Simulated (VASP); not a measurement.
The system is Si3Sb2.

```
Si Sb
1.0
     1.85096    1.06865    8.58015
    -1.85096    1.06865    8.58015
     0.00000   -2.13731    8.58015
Si Sb
3 2
Direct
  0.00000 0.00000 0.00000
  0.20950 0.20950 0.20950
  0.79050 0.79050 0.79050
  0.40000 0.40000 0.40000
  0.60000 0.60000 0.60000
```

- Program: VASP 6.6.1
- Task: relaxation of cell and atoms
- Functional: PBE
- Potentials or basis: VASP PAW PBE potentials, release 64 (Si, Sb)
- Cutoff: 600 eV
- k mesh: 6 × 6 × 6
- Occupations: gaussian, width 0.1 eV
- Spin: no spin polarisation

At the start: pressure 10.2 GPa; volume 20.37 Å³/atom.

Where does the relaxation end?

Over 19 steps the energy falls by 287.6 meV/atom and the volume is 21.47 Å³/atom (+5.4 %); space group R-3m (No. 166, to 0.05 Å).

The path:
```
step  energy change (eV)  largest force (eV/Å)  pressure (GPa)  volume (Å³)
   1              0.0000                1.7027           10.23       101.83
   2             -0.4634                0.3815           -4.96       122.09
   3             -0.5497                0.5781           -1.61       115.44
   4             -0.6769                0.7351           -1.15       113.47
   5             -0.8689                1.0440            1.20       107.11
   6             -0.9768                0.9150           -0.09       107.63
   7             -1.0923                0.3215           -2.42       109.10
   8             -1.1722                0.4048           -0.88       106.64
   9             -1.1865                0.4569            0.16       105.27
  10             -1.2619                0.4621            0.24       105.39
  11             -1.3943                0.2793            0.57       105.49
  12             -1.4086                0.2292            0.80       105.43
  13             -1.4225                0.1055            1.36       105.20
  14             -1.4240                0.1727            1.15       105.31
  15             -1.4249                0.1404            1.25       105.26
  16             -1.4277                0.1364           -1.18       108.76
  17             -1.4331                0.1360           -0.14       107.18
  18             -1.4364                0.0791           -0.09       107.25
  19             -1.4378                0.0281           -0.02       107.35
```

Final structure:
```
Si Sb
1.0
     1.93136    1.11507    8.30760
    -1.93136    1.11507    8.30760
     0.00000   -2.23014    8.30760
Si Sb
3 2
Cartesian
  0.0000 0.0000 0.0000
  0.0000 0.0000 4.6369
  0.0000 0.0000 20.2859
  0.0000 0.0000 9.9470
  0.0000 0.0000 14.9758
```
